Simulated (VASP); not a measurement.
# ZnO (Cmmm) in VASP: further runs, part 2 of 2

VASP 6.6.1. Earlier steps stand in the parts before.

## Step 3: Relaxation of cell and atoms, PBEsol+D3(BJ)

This run uses another cell than the first one, of 14.35 Å³/atom, 1.271 times its volume.

INCAR reads:

```
SYSTEM = ZnO
ALGO = Normal
EDIFF = 1E-6
EDIFFG = -0.01
ENCUT = 600
GGA = PS
IBRION = 2
ISIF = 3
ISMEAR = -1
IVDW = 12
LASPH = .True.
LCHARG = .False.
LREAL = .False.
LWAVE = .False.
NELM = 100
NSW = 60
PREC = Accurate
SIGMA = 0.05
```

KPOINTS reads:

```
k-points
0
Gamma
  10 10 9
  0 0 0
```

POSCAR reads:

```
ZnO
1.0
    1.4332300000     -3.5270800000      0.0000000000
    1.4332300000      3.5270800000      0.0000000000
    0.0000000000      0.0000000000      2.8384900000
Zn O
1 1
Direct
    0.0000000000      0.0000000000      0.0000000000
    0.5000000000      0.5000000000      0.5000000000
```

Potentials or basis: VASP PAW PBE potentials, release 64 (Zn, O).

Launch:

```bash
$ cat potpaw_PBE.64/Zn/POTCAR potpaw_PBE.64/O/POTCAR > POTCAR
$ mpirun -np 1 vasp_std > vasp.out
```

OUTCAR:

```text
SYSTEM = ZnO
   EDIFF = 1E-6
   EDIFFG = -0.01
   ENCUT = 600
   GGA = PS
   IBRION = 2
   ISIF = 3
   ISMEAR = -1
   IVDW = 12
   LASPH = .True.
   LREAL = .False.
   NELM = 100
   NSW = 60
   PREC = Accurate
 IVDW          = 12

 ion  position               nearest neighbor table
   1  0.000  0.000  0.000-   2 2.02   2 2.02   2 2.02   2 2.02
   2  0.500  0.500  0.500-   1 2.02   1 2.02   1 2.02   1 2.02

  LATTYP: Found a base centered orthorhombic cell.
 ALAT       =     2.8664600000
 B/A-ratio  =     2.4609309043
 C/A-ratio  =     0.9902423198

  Lattice vectors:

 A1 = (   1.4332300000,  -3.5270800000,   0.0000000000)
 A2 = (   1.4332300000,   3.5270800000,   0.0000000000)
 A3 = (   0.0000000000,   0.0000000000,   2.8384900000)

Analysis of symmetry for initial positions (statically):
=====================================================================
 Subroutine PRICEL returns:
 Original cell was already a primitive cell.

 Routine SETGRP: Setting up the symmetry group for a
 base centered orthorhombic supercell.

 Subroutine GETGRP returns: Found  8 space group operations
 (whereof  8 operations were pure point group operations)
 out of a pool of  8 trial point group operations.

The static configuration has the point symmetry D_2h.

Analysis of symmetry for dynamics (positions and initial velocities):
=====================================================================
 Subroutine PRICEL returns:
 Original cell was already a primitive cell.

 Routine SETGRP: Setting up the symmetry group for a
 base centered orthorhombic supercell.

 Subroutine GETGRP returns: Found  8 space group operations
 (whereof  8 operations were pure point group operations)
 out of a pool of  8 trial point group operations.

The dynamic configuration has the point symmetry D_2h.

 Subroutine INISYM returns: Found  8 space group operations
 (whereof  8 operations are pure point group operations),
 and found     1 'primitive' translations

----------------------------------------------------------------------------------------

                                     Primitive cell

  volume of cell :      28.6978

  direct lattice vectors                    reciprocal lattice vectors
     1.433230000 -3.527080000  0.000000000     0.348862360 -0.141760323  0.000000000
     1.433230000  3.527080000  0.000000000     0.348862360  0.141760323  0.000000000
     0.000000000  0.000000000  2.838490000     0.000000000  0.000000000  0.352299990

  length of vectors
     3.807156624  3.807156624  2.838490000     0.376564650  0.376564650  0.352299990

  position of ions in fractional coordinates (direct lattice)
     0.000000000  0.000000000  0.000000000
     0.500000000  0.500000000  0.500000000

  ion indices of the primitive-cell ions
   primitive index   ion index
                 1           1
                 2           2

----------------------------------------------------------------------------------------

 KPOINTS: k-points

Automatic generation of k-mesh.
 Grid dimensions read from file:
 generate k-points for:   10   10    9

 Generating k-lattice:

  Cartesian coordinates                     Fractional coordinates (reciprocal lattice)
[... 39 lines left out ...]
  0.300000  0.300000  0.000000      2.000000
  0.400000  0.300000  0.000000      4.000000
 [... further k-points ...]
   k-points           NKPTS =    155   k-points in BZ     NKDIM =    155   number of bands    NBANDS=     13
   number of dos      NEDOS =    301   number of ions     NIONS =      2
   total plane-waves  NPLWV =  21600
   dimension x,y,z NGX =    30 NGY =   30 NGZ =   24
   dimension x,y,z NGXF=    60 NGYF=   60 NGZF=   48
   ions per type =               1   1
   NGX,Y,Z   is equivalent  to a cutoff of  13.10, 13.10, 14.06 a.u.
   NGXF,Y,Z  is equivalent  to a cutoff of  26.20, 26.20, 28.11 a.u.
 SYSTEM =  ZnO
   PREC   = accura    normal or accurate (medium, high low for compatibility)
   ISTART =      0    job   : 0-new  1-cont  2-samecut
   ICHARG =      2    charge: 1-file 2-atom 10-const
   ISPIN  =      1    spin polarized calculation?
   LNONCOLLINEAR =      F non collinear calculations
   LSORBIT =      F    spin-orbit coupling
   LASPH  =      T    aspherical Exc in radial PAW
   ENCUT  =  600.0 eV  44.10 Ry    6.64 a.u.   7.60  7.60  5.67*2*pi/ulx,y,z
   NELM   =    100;   NELMIN=  2; NELMDL= -5     # of ELM steps
   EDIFF  = 0.1E-05   stopping-criterion for ELM
   LREAL  =      F    real-space projection
   EDIFFG = -.1E-01   stopping-criterion for IOM
   NSW    =     60    number of steps for IOM
   IBRION =      2    ionic relax: 0-MD 1-quasi-New 2-CG
   NFREE  =      1    steps in history (QN), initial steepest desc. (CG)
   ISIF   =      3    stress and relaxation
   ISYM   =      2    0-nonsym 1-usesym 2-fastsym
   POTIM  = 0.5000    time-step for ionic-motion
   TEBEG  =    0.0;   TEEND  =   0.0 temperature during run
   PSTRESS=    0.0 pullay stress
   NELECT =      18.0000    total number of electrons
   NUPDOWN=      -1.0000    fix difference up-down
   EMIN   =  10.00;   EMAX   =-10.00  energy-range for DOS
   EFERMI =   0.00;   METHOD = LEGACY
   ISMEAR =    -1;   SIGMA  =   0.05  broadening in eV -4-tet -1-fermi 0-gaus
   EFERMI_NEDOS =   21; number of points for ismear=-14 and -15
   IALGO  =     38    algorithm
   IMIX   =      4    mixing-type and parameters
     AMIX     =   0.40;   BMIX     =  1.00
     AMIX_MAG =   1.60;   BMIX_MAG =  1.00
  volume/ion in A,a.u.               =      14.35        96.83
  Fermi-wavevector in a.u.,A,eV,Ry     =   1.401359  2.648185 26.719226  1.963808
  Thomas-Fermi vector in A             =   2.524228
   LORBIT       =      0    0 simple, 1 ext, 2 COOP (PROOUT), +10 PAW based schemes
   GGA     = PS    functional components
   LHFCALC =     F    Hartree Fock is set to
   AEXX    =    0.0000 exact exchange contribution
   IVDW    =    12    specifies the selected vdW correction
   LEPSILON=     F    determine dielectric tensor
   LRPA    =     F    only Hartree local field effects (RPA)
 conjugate gradient relaxation of ions
 non-spin polarized calculation
  energy-cutoff  :      600.00
  volume of cell :       28.70
 maximum number of plane-waves:       974
   NGX = 15   NGY = 15   NGZ = 11

--------------------------------------- Ionic step        1  -------------------------------------------

 number of electron      18.0000012 magnetization

 Free energy of the ion-electron system (eV)
  ---------------------------------------------------
  ext. energy  EPLUGINS =         0.00000000
  ---------------------------------------------------
  free energy    TOTEN  =        -8.90039727 eV

  energy without entropy =       -8.89934633  energy(sigma->0) =       -8.89987180

------------------------ aborting loop because EDIFF is reached ----------------------------------------

 Edisp (eV)   -0.30423

 E8    (eV) :    -0.1826
[... 105 lines left out ...]
  FREE ENERGIE OF THE ION-ELECTRON SYSTEM (eV)
  ---------------------------------------------------
  free  energy   TOTEN  =        -9.2265268351 eV

  energy  without entropy=       -9.2255090004  energy(sigma->0) =       -9.22601792

[... ionic steps 4 to 15 ...]

--------------------------------------- Ionic step       16  -------------------------------------------

 number of electron      17.9999998 magnetization

------------------------ aborting loop because EDIFF is reached ----------------------------------------
[... 75 lines left out ...]
--------------------------------------- Ionic step       18  -------------------------------------------

 number of electron      17.9999998 magnetization

 Free energy of the ion-electron system (eV)
  ---------------------------------------------------
  ext. energy  EPLUGINS =         0.00000000
  ---------------------------------------------------
  free energy    TOTEN  =        -8.92550322 eV

  energy without entropy =       -8.92500718  energy(sigma->0) =       -8.92525520

 E-fermi :   2.6179     XC(G=0): -11.7445

 val. band max:        2.4837975640   @ k =   0.0000   0.0000   0.4444
 cond. band min:       2.8175201823   @ k =  -0.1000   0.1000   0.0000
 fundamental gap:      0.3337226183
 Fermi energy:         2.6178626052

 k-point     1 :       0.0000    0.0000    0.0000
  band No.  band energies     occupation
      1     -16.5842      2.00000
      2      -3.9360      2.00000
      3      -3.6704      2.00000
      4      -3.4282      2.00000
      5      -3.1359      2.00000
      6      -3.0112      2.00000
      7      -0.2586      2.00000
      8      -0.1465      2.00000
      9       0.6874      2.00000
     10       2.2076      1.99945
     11      15.5326      0.00000
     12      16.3189      0.00000
     13      17.6628      0.00000
[... 354 lines left out ...]
  band No.  band energies     occupation
      1     -15.5321      2.00000
      2      -4.9830      2.00000
      3      -4.1404      2.00000
      4      -4.0350      2.00000
      5      -3.2465      2.00000
      6      -3.2404      2.00000
      7      -1.8421      2.00000
      8      -1.0695      2.00000
      9       1.7973      2.00000
     10       7.8180      0.00000
     11       9.4973      0.00000
     12      11.7241      0.00000
     13      19.4914      0.00000

 [... further k-points ...]

------------------------ aborting loop because EDIFF is reached ----------------------------------------

 Edisp (eV)   -0.39543

 E8    (eV) :    -0.2367
[... 25 lines left out ...]
  FREE ENERGIE OF THE ION-ELECTRON SYSTEM (eV)
  ---------------------------------------------------
  free  energy   TOTEN  =        -9.3209300447 eV

  energy  without entropy=       -9.3204340052  energy(sigma->0) =       -9.32068202

 reached required accuracy - stopping structural energy minimisation
```

CONTCAR:

```text
ZnO
   1.00000000000000
     1.4445564784113947   -2.7554477793259098    0.0000000000000000
     1.4445564784113947    2.7554477793259098    0.0000000000000000
     0.0000000000000000    0.0000000000000000    2.7675180687710643
  Zn              O
     1     1
Direct
     0.0000000000000000    0.0000000000000000    0.0000000000000000
     0.5000000000000000    0.5000000000000000    0.5000000000000000

  0.00000000E+00  0.00000000E+00  0.00000000E+00
  0.00000000E+00  0.00000000E+00  0.00000000E+00
```

It took 4.8 min on 1 thread of Intel Xeon 6975P-C (Granite Rapids), shared host; peak memory 0.24 GiB.

What came out:

```
Free energy                            : -9.3209 eV
Relaxed volume                         : 11.02 Å³/atom
Relaxed cell                           : a = 3.111 Å, b = 3.111 Å, c = 2.768 Å, α = 90.00°, β = 90.00°, γ = 124.67°
Space group after relaxing (to 0.05 Å) : Cmmm (No. 65)
Energy gained by relaxing              : 58.1 meV/atom
Ionic steps                            : 18
Pressure after relaxing                : 0.1 GPa
Band gap on the k mesh                 : zero (band 9 reaches 2.48 eV, above the bottom of band 10 at 2.21 eV)
Dispersion energy per atom             : -0.198 eV
```

Step by step:
| step | energy change (eV) | largest force (eV/Å) | pressure (GPa) | volume (Å³) |
| --- | --- | --- | --- | --- |
| 1 | 0.0000 | 0.0000 | -5.74 | 28.70 |
| 2 | 0.0007 | 0.0000 | 5.53 | 26.61 |
| 3 | -0.0219 | 0.0000 | -0.65 | 27.63 |
| 4 | -0.0298 | 0.0000 | -0.64 | 27.26 |
| 5 | -0.0537 | 0.0000 | -0.60 | 26.13 |
| 6 | -0.0945 | 0.0000 | 0.26 | 23.87 |
| 7 | 0.0054 | 0.0000 | 10.36 | 19.34 |
| 8 | -0.1020 | 0.0000 | 0.82 | 23.17 |
| 9 | -0.1047 | 0.0000 | 1.84 | 22.29 |
| 10 | -0.1114 | 0.0000 | 0.61 | 22.13 |
| 11 | -0.1129 | 0.0000 | -0.42 | 22.00 |
| 12 | -0.1155 | 0.0000 | 0.25 | 21.95 |
| 13 | -0.1160 | 0.0000 | 0.71 | 21.91 |
| 14 | -0.1160 | 0.0000 | 0.78 | 21.91 |
| 15 | -0.1162 | 0.0000 | -0.01 | 22.00 |
| 16 | -0.1162 | 0.0000 | 0.03 | 22.00 |
| 17 | -0.1163 | 0.0000 | 0.07 | 22.01 |
| 18 | -0.1163 | 0.0000 | 0.09 | 22.03 |

Final structure:
```cif
data_structure
_symmetry_space_group_name_H-M 'P 1'
_symmetry_Int_Tables_number 1
_cell_length_a 3.1111
_cell_length_b 3.1111
_cell_length_c 2.7675
_cell_angle_alpha 90.000
_cell_angle_beta 90.000
_cell_angle_gamma 124.668
_cell_volume 22.03
loop_
_atom_site_label
_atom_site_type_symbol
_atom_site_fract_x
_atom_site_fract_y
_atom_site_fract_z
_atom_site_occupancy
Zn1 Zn 0.00000 0.00000 0.00000 1
O1 O 0.50000 0.50000 0.50000 1
```

Caveat: the volume moved by over 15 % at a fixed basis, so the end points are rough; the PAW data sets were made with another functional, which shifts forces and pressure a little; pairwise dispersion overbinds metals, which lowers pressure and volume.

## Step 4: Relaxation of cell and atoms, PBEsol+D4

This run uses another cell than the first one, of 14.35 Å³/atom, 1.271 times its volume.

INCAR reads:

```
SYSTEM = ZnO
PREC = Accurate ; ENCUT = 600
EDIFF = 1E-6 ; ISMEAR = -1
SIGMA = 0.05 ; LREAL = .False.
LASPH = .True. ; NELM = 60
ALGO = Normal ; ISIF = 3
LWAVE = .False. ; LCHARG = .False.
GGA = PS ; IVDW = 13
IBRION = 2 ; NSW = 60
EDIFFG = -0.01
```

KPOINTS reads:

```
regular mesh
0
Gamma
  10 10 9
  0 0 0
```

POSCAR is that of step 3.

Launch:

```bash
$ cat potpaw_PBE.64/Zn/POTCAR potpaw_PBE.64/O/POTCAR > POTCAR
$ mpirun -np 1 vasp_std > vasp.out
```

Wall time 5.4 min (1 thread of Intel Xeon 6975P-C (Granite Rapids), shared host); peak memory 0.23 GiB.

Results (log left out):

| Property | Result |
| --- | --- |
| Free energy | -9.2175 eV |
| Relaxed volume | 11.26 Å³/atom |
| Relaxed cell | a = 3.163 Å, b = 3.163 Å, c = 2.777 Å, α = 90.00°, β = 90.00°, γ = 125.82° |
| Space group after relaxing (to 0.05 Å) | Cmmm (No. 65) |
| Energy gained by relaxing | 45.9 meV/atom |
| Ionic steps | 21 |
| Pressure after relaxing | 0.0 GPa |
| Band gap on the k mesh | zero (band 9 reaches 2.33 eV, above the bottom of band 10 at 2.04 eV) |
| Dispersion energy per atom | -0.142 eV |

Stress tensor (GPa, compression positive):
```
 0.07  0.00  0.00
 0.00  0.09  0.00
 0.00  0.00 -0.11
```

Step by step:
```tsv
step	energy change (eV)	largest force (eV/Å)	pressure (GPa)	volume (Å³)
1	0.0000	0.0000	-5.31	28.70
2	0.0015	0.0000	5.21	26.76
3	-0.0189	0.0000	-0.59	27.72
4	-0.0245	0.0000	-0.58	27.41
5	-0.0412	0.0000	-0.55	26.47
6	-0.0708	0.0000	0.13	24.59
7	-0.0473	0.0000	5.18	20.82
8	-0.0806	0.0000	0.59	23.60
9	-0.0822	0.0000	1.69	22.59
10	-0.0863	0.0000	0.96	22.44
11	-0.0880	0.0000	0.11	22.27
12	-0.0901	0.0000	0.23	22.30
13	-0.0915	0.0000	0.77	22.34
14	-0.0915	0.0000	0.77	22.33
15	-0.0917	0.0000	0.00	22.44
16	-0.0917	0.0000	0.02	22.43
17	-0.0917	0.0000	0.12	22.43
18	-0.0917	0.0000	0.03	22.44
19	-0.0918	0.0000	-0.02	22.47
20	-0.0918	0.0000	-0.09	22.52
21	-0.0918	0.0000	0.02	22.52
```

Final structure:
```
CELL_PARAMETERS angstrom
1.44034 -2.81590 0.00000
1.44034 2.81590 0.00000
0.00000 0.00000 2.77657
ATOMIC_POSITIONS crystal
Zn 0.00000 0.00000 0.00000
O 0.50000 0.50000 0.50000
```

Levels at points of the mesh, in eV from the Fermi level:
| k point | band 5 | band 6 | band 7 | band 8 | band 9 | band 10 | band 11 | band 12 | band 13 |
| --- | --- | --- | --- | --- | --- | --- | --- | --- | --- |
| (0.00, 0.00, 0.00) | -5.75 | -5.62 | -2.86 | -2.77 | -2.04 | -0.42 | 12.62 | 13.57 | 14.61 |
| (0.50, 0.00, 0.00) | -5.79 | -5.73 | -4.65 | -1.71 | -0.13 | 3.43 | 6.96 | 10.13 | 14.98 |
| (0.50, 0.50, 0.00) | -5.76 | -5.71 | -5.64 | -3.24 | -2.47 | 3.61 | 5.29 | 13.87 | 15.51 |

Caveat: the volume moved by over 15 % at a fixed basis, so the end points are rough; the PAW data sets were made with another functional, which shifts forces and pressure a little; pairwise dispersion overbinds metals, which lowers pressure and volume.

## Step 5: Relaxation of cell and atoms, RPBE+D3(BJ)

This run uses another cell than the first one, of 14.35 Å³/atom, 1.271 times its volume.

INCAR reads:

```
ALGO     = Normal         # electronic algorithm
EDIFF    = 1E-6           # SCF threshold, eV
EDIFFG   = -0.01          # ionic threshold
ENCUT    = 600            # plane-wave cutoff, eV
GGA      = RP             # functional
IBRION   = 2              # ionic algorithm
ISIF     = 3              # what is computed and relaxed
ISMEAR   = -1             # smearing method
IVDW     = 12             # dispersion correction
LASPH    = True           # aspherical terms in the spheres
LCHARG   = False          # write CHGCAR
LREAL    = False          # projectors in reciprocal space
LWAVE    = False          # write WAVECAR
NELM     = 100            # most SCF steps
NSW      = 60             # ionic steps
PREC     = Accurate       # precision mode
SIGMA    = 0.05           # smearing width, eV
```

KPOINTS reads:

```
k-points
0
Gamma
  10 10 9
```

POSCAR is that of step 4.

Launch:

```bash
$ cat potpaw_PBE.64/Zn/POTCAR potpaw_PBE.64/O/POTCAR > POTCAR
$ mpirun -np 1 vasp_std > vasp.out
```

Wall time 4.4 min (1 thread of Intel Xeon 6975P-C (Granite Rapids), shared host); peak memory 0.24 GiB.

The run converged. Its results:

```yaml
Free_energy: -9.2855 eV
Relaxed_volume: 9.74 Å³/atom
Relaxed_cell: a = 2.818 Å, b = 2.818 Å, c = 2.723 Å, α = 90.00°, β = 90.00°, γ = 115.77°
Space_group_after_relaxing_to_0.05_Å: Cmmm (No. 65)
Energy_gained_by_relaxing: 218.1 meV/atom
Ionic_steps: 15
Pressure_after_relaxing: 0.1 GPa
Band_gap_on_the_k_mesh: zero (band 9 reaches 3.68 eV, above the bottom of band 10 at 3.55 eV)
Dispersion_energy_per_atom: -1.110 eV
```

The path:
```csv
step,energy change (eV),largest force (eV/Å),pressure (GPa),volume (Å³)
1,0.0000,0.0000,-4.34,28.70
2,-0.0276,0.0000,0.93,27.11
3,-0.0280,0.0000,1.32,26.97
4,-0.0482,0.0000,1.21,26.50
5,-0.1157,0.0000,1.27,25.08
6,-0.2694,0.0000,2.84,22.26
7,-0.0664,0.0000,32.41,16.67
8,-0.3276,0.0000,4.71,21.02
9,-0.3384,0.0000,13.40,18.70
10,-0.3570,0.0000,7.71,19.92
11,-0.4054,0.0000,1.76,19.83
12,-0.4107,0.0000,-1.03,19.77
13,-0.4276,0.0000,-0.73,19.66
14,-0.4361,0.0000,-0.28,19.51
15,-0.4362,0.0000,0.08,19.48
```

Final structure:
```cif
data_structure
_symmetry_space_group_name_H-M 'P 1'
_symmetry_Int_Tables_number 1
_cell_length_a 2.8183
_cell_length_b 2.8183
_cell_length_c 2.7232
_cell_angle_alpha 90.000
_cell_angle_beta 90.000
_cell_angle_gamma 115.769
_cell_volume 19.48
loop_
_atom_site_label
_atom_site_type_symbol
_atom_site_fract_x
_atom_site_fract_y
_atom_site_fract_z
_atom_site_occupancy
Zn1 Zn 0.00000 0.00000 0.00000 1
O1 O 0.50000 0.50000 0.50000 1
```

Levels at points of the mesh, in eV from the Fermi level:
| k point | band 5 | band 6 | band 7 | band 8 | band 9 | band 10 | band 11 | band 12 | band 13 |
| --- | --- | --- | --- | --- | --- | --- | --- | --- | --- |
| (0.00, 0.00, 0.00) | -5.66 | -5.59 | -2.70 | -2.54 | -1.11 | -0.21 | 14.11 | 14.98 | 19.73 |
| (0.50, 0.00, 0.00) | -5.76 | -5.70 | -4.65 | -1.27 | -0.18 | 4.00 | 7.56 | 12.15 | 15.42 |
| (0.50, 0.50, 0.00) | -5.68 | -5.65 | -5.60 | -3.78 | -1.84 | 4.29 | 6.77 | 14.49 | 14.51 |

Caveat: the volume moved by over 15 % at a fixed basis, so the end points are rough; the PAW data sets were made with another functional, which shifts forces and pressure a little; pairwise dispersion overbinds metals, which lowers pressure and volume.

## Step 6: Overview

| task | level | cell | cutoff (eV) | gap on the mesh (eV) | pressure (GPa) | relaxed volume (Å³/atom) |
| --- | --- | --- | --- | --- | --- | --- |
| single point | PBEsol+D4 | a = 3.181, b = 3.181, c = 2.771 Å, angles 90.0, 90.0, 126.4°, 2 atoms | 520 | none | 1.2 | - |
| relaxation of cell and atoms | PBEsol+D3(BJ) | relaxed from a = 3.807, b = 3.807, c = 2.838 Å, angles 90.0, 90.0, 135.8°, 2 atoms | 600 | none | 0.1 | 11.02 |
| relaxation of cell and atoms | PBEsol+D4 | relaxed from a = 3.807, b = 3.807, c = 2.838 Å, angles 90.0, 90.0, 135.8°, 2 atoms | 600 | none | 0.0 | 11.26 |
| relaxation of cell and atoms | RPBE+D3(BJ) | relaxed from a = 3.807, b = 3.807, c = 2.838 Å, angles 90.0, 90.0, 135.8°, 2 atoms | 600 | none | 0.1 | 9.74 |

Alike in all rows: potentials or basis VASP PAW PBE potentials, release 64 (Zn, O); no spin polarisation; k mesh 10 × 10 × 9; smearing fermi-dirac 0.05 eV.

Caveats: the PAW data sets were made with another functional, which shifts forces and pressure a little; pairwise dispersion overbinds metals, which lowers pressure and volume; the volume moved by over 15 % at a fixed basis, so the end points are rough (some runs).

Total energies depend on the potentials used, so only differences within one code and one set of settings carry meaning.
